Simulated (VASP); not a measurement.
Set up this calculation in VASP 6.6.1, as the native input.

- Task: single point
- Functional: PBE
- Dispersion: D3(BJ)
- Potentials or basis: VASP PAW PBE potentials, release 64 (Si, Cl)
- Cutoff: 400 eV
- k mesh: 9 × 9 × 1
- Occupations: gaussian, width 0.05 eV
- Spin: collinear spin
- Starting moments: [0.0, 0.0, 0.0, 0.0, 1.0] μB
- Dipole correction: yes
- Further INCAR settings: ALGO = Normal; EDIFF = 1e-06; NBANDS = 24; NELMDL = -8

The structure of Si4Cl lies in POSCAR:

```
Si4Cl
1.0
    3.8333442603      0.0000000000      0.0000000000
   -1.9166721302      3.3197735109      0.0000000000
    0.0000000000      0.0000000000     21.0083834853
Si Cl
4 1
Direct
    0.3333333333      0.6666666667      0.1904001801
    0.0000000000      0.0000000000      0.2276461739
    0.0000000000      0.0000000000      0.3452231042
    0.6666666667      0.3333333333      0.3764394101
    0.6666666667      0.3333333333      0.5239995497
```

The input as run:

INCAR

```
SYSTEM = Si4Cl
PREC = Accurate ; ENCUT = 400
EDIFF = 1E-6 ; ISMEAR = 0
SIGMA = 0.05 ; LREAL = .FALSE.
LASPH = .TRUE. ; NELM = 200
ALGO = Normal ; ISIF = 2
LWAVE = .FALSE. ; LCHARG = .TRUE.
ISPIN = 2 ; MAGMOM = 0 0 0 0 1
LORBIT = 11 ; LDIPOL = .TRUE.
IDIPOL = 3 ; DIPOL = 0.5 0.5 0.333
GGA = PE ; IVDW = 12
LELF = .TRUE. ; LVHAR = .TRUE.
LVACPOTAV = .TRUE. ; NBANDS = 24
GGA_COMPAT = .FALSE. ; NELMDL = -8
```

KPOINTS

```
regular mesh
0
G
  9 9 1
  0 0 0
```

Potentials or basis: VASP PAW PBE potentials, release 64 (Si, Cl).

The run is started by

```sh
$ cat potpaw_PBE.64/Si/POTCAR potpaw_PBE.64/Cl/POTCAR > POTCAR
$ mpirun -np 1 vasp_std > vasp.out
```

Results of the run:

| Property | Result |
| --- | --- |
| Largest force | 1.649 eV/Å |
| Band gap on the k mesh | zero (filled and empty bands overlap) |
| Net moment | 1.00 μB per cell |
| Site moments | Si +0.16, +0.01, +0.03, -0.00; Cl +0.33 μB |
| Valence electrons inside the program's atomic spheres | Si 1.65, 1.66, 1.69, 1.62; Cl 4.93 |
| Dispersion energy per atom | -0.236 eV |

It took 9.5 min on 1 thread of AMD EPYC 7R13 (shared host), peak memory 0.43 GiB.
